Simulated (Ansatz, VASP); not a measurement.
**Sr in VASP and in Ansatz**

POSCAR

```
Sr
1.0
   11.0183953297      0.0000000000      0.0000000000
   -5.5091976649      9.5422102644      0.0000000000
    0.0000000000      0.0000000000      4.4998077020
Sr
1
Direct
    0.0000000000      0.0000000000      0.0000000000
```

INCAR.step1

```
SYSTEM = Sr
PREC = Accurate ; ENCUT = 520
ISMEAR = 0 ; SIGMA = 0.05
LREAL = .FALSE. ; LASPH = .TRUE.
NELM = 100 ; NBANDS = 11
GGA = PE ; ALGO = Normal
EDIFF = 1E-4 ; LWAVE = .TRUE.
LCHARG = .FALSE.
```

File INCAR.step2:

```
SYSTEM = Sr
PREC = Accurate ; ENCUT = 520
EDIFF = 1E-7 ; ISMEAR = 0
SIGMA = 0.05 ; LREAL = .FALSE.
LASPH = .TRUE. ; NELM = 100
ALGO = Normal ; ISIF = 2
LWAVE = .FALSE. ; LCHARG = .TRUE.
METAGGA = R2SCAN ; LMIXTAU = .TRUE.
LELF = .TRUE. ; LVHAR = .TRUE.
NBANDS = 11 ; ISTART = 1
```

File KPOINTS:

```
Automatic mesh
0
G
  6 6 8
  0 0 0
```

Input for Ansatz:

```yaml
crystal:
  lattice:
    - [11.0183953297, 0.0, 0.0]
    - [-5.5091976649, 9.5422102644, 0.0]
    - [0.0, 0.0, 4.499807702]
  atoms:
    - { symbol: Sr, position: [0.0, 0.0, 0.0] }
basis:
  ecutwfc: 500
kpoints:
  mp_grid: { grid: [6, 6, 8] }
hamiltonian:
  xc: r2scan
scf:
  occupations: { method: gaussian, width: 0.05 }
output:
  forces: true
  stress: true
  eigenvalues: true
```

Alike in both runs: task single point; functional r2SCAN; k mesh 6 × 6 × 8; occupations gaussian, width 0.05 eV; no spin polarisation.

|  | VASP | Ansatz |
| --- | --- | --- |
| version | VASP 6.6.1 | Ansatz 0.2.0 |
| potentials or method | VASP PAW PBE potentials, release 64 (Sr_sv), cutoff 520 eV | scalar-relativistic, plane waves, PAW |
| valence electrons in the cell | 10 | 10 |

```csv
,VASP,Ansatz,Ansatz less VASP
gap on the k mesh at the Fermi level (eV),0.17,0.17,-0.001
least direct gap on the mesh (eV),0.18,0.18,-0.001
pressure (GPa),0.0,0.0,0.00
```

VASP's potentials were made for PBE, not for r2SCAN.
